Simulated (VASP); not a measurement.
Input of a VASP 6.6.1 run:

The input INCAR:

```
  PREC = Accurate
  ENCUT = 520
  EDIFF = 1E-6
  ISMEAR = -1
  SIGMA = 0.1
  LREAL = False
  LASPH = True
  NELM = 60
  ALGO = Normal
  ISIF = 2
  LWAVE = False
  LCHARG = False
  LDIPOL = True
  IDIPOL = 3
  DIPOL = 0.5 0.5 0.500
  GGA = PS
  NBANDS = 48
```

Contents of KPOINTS:

```
Automatic mesh
0
Gamma
  18 18 1
```

The input POSCAR:

```
Cu
1.0
    2.5198192012      0.0000000000      0.0000000000
   -1.2599096006      2.1822274411      0.0000000000
    0.0000000000      0.0000000000     28.3445000000
Cu
7
Direct
    0.0000000000      0.0000000000      0.2833270364
    0.3333333333      0.6666666667      0.3551898818
    0.6666666667      0.3333333333      0.4274882412
    0.0000000000      0.0000000000      0.4999999859
    0.3333333333      0.6666666667      0.5725117428
    0.6666666667      0.3333333333      0.6448101232
    0.0000000000      0.0000000000      0.7166729885
```

Potentials or basis: VASP PAW PBE potentials, release 64 (Cu).

The run is started by

```bash
$ cat potpaw_PBE.64/Cu/POTCAR > POTCAR
$ mpirun -np 1 vasp_std > vasp.out
```

Q: Estimate the largest force.

A: 0.027 eV/Å.

Q: Estimate the band gap on the k mesh.

A: Zero (an odd number of electrons rules out a gap without spin polarisation).

Forces on the atoms (eV/Å):
```
Cu   0.000  0.000 -0.027
Cu   0.000  0.000  0.001
Cu   0.000  0.000  0.001
Cu   0.000  0.000  0.000
Cu   0.000  0.000 -0.001
Cu   0.000  0.000 -0.001
Cu   0.000  0.000  0.027
```

Caveat: the PAW data sets were made with another functional, which shifts forces and pressure a little.
